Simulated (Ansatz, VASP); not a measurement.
# ZrB in VASP and in Ansatz

Contents of POSCAR:

```
ZrB
1.0
    0.0000000000      2.4556827944      2.4556827944
    2.4556827944      0.0000000000      2.4556827944
    2.4556827944      2.4556827944      0.0000000000
Zr B
1 1
Direct
    0.5000000000      0.5000000000      0.5000000000
    0.0162887487      0.0162887487     -0.0162887487
```

INCAR.step1

```
ALGO = Normal ; EDIFF = 1E-4
ENCUT = 520 ; GGA = PE
ISMEAR = 0 ; LASPH = T
LCHARG = F ; LREAL = F
LWAVE = T ; NBANDS = 14
NELM = 60 ; PREC = Accurate
SIGMA = 0.05
```

INCAR.step2

```
ALGO = Normal ; EDIFF = 1E-6
ENCUT = 520 ; ISIF = 2
ISMEAR = 0 ; ISTART = 1
LASPH = T ; LCHARG = F
LMIXTAU = T ; LREAL = F
LWAVE = F ; METAGGA = R2SCAN
NBANDS = 14 ; NELM = 60
PREC = Accurate ; SIGMA = 0.05
```

KPOINTS

```
k-points
0
Gamma
  12 12 12
```

Input for Ansatz:

```yaml
crystal:
  lattice:
    - [0.0, 2.4556827944, 2.4556827944]
    - [2.4556827944, 0.0, 2.4556827944]
    - [2.4556827944, 2.4556827944, 0.0]
  atoms:
    - { symbol: Zr, position: [0.5, 0.5, 0.5] }
    - { symbol: B, position: [0.0162887487, 0.0162887487, -0.0162887487] }
basis:
  ecutwfc: 500
  ecutrho_ratio: 4
kpoints:
  mp_grid: { grid: [12, 12, 12] }
hamiltonian:
  xc: r2scan
scf:
  occupations: { method: gaussian, width: 0.05 }
output:
  forces: true
  stress: true
  eigenvalues: true
  write_density: true
  write_potential: true
  elf: true
  volumetric_format: npy
```

Alike in both runs: task single point; functional r2SCAN; k mesh 12 × 12 × 12; occupations gaussian, width 0.05 eV; no spin polarisation.

```csv
,VASP,Ansatz
version,VASP 6.6.1,Ansatz 0.2.0
potentials or method,"VASP PAW PBE potentials, release 64 (Zr_sv, B), cutoff 520 eV","scalar-relativistic, plane waves, PAW"
valence electrons in the cell,15,15
```

VASP gave:

```
gap on the k mesh at the Fermi level (eV)                     : none
pressure (GPa)                                                : 0.4
traceless stress, the component that is largest in VASP (GPa) : 0.83
rms of the force components (eV/Å)                            : 0.309
```

**Question.** What did Ansatz give for the same quantities?

**Answer.** gap on the k mesh at the Fermi level (eV): none; pressure (GPa): 0.3; traceless stress, the component that is largest in VASP (GPa): 0.83; rms of the force components (eV/Å): 0.307.

VASP's potentials were made for PBE, not for r2SCAN. Atom by atom the forces differ by 0.001 eV/Å (rms over components). A gap of «none» marks a metal or a gap that the smearing closes. The functional is the same, so the differences come from potentials, cutoffs and numerics.
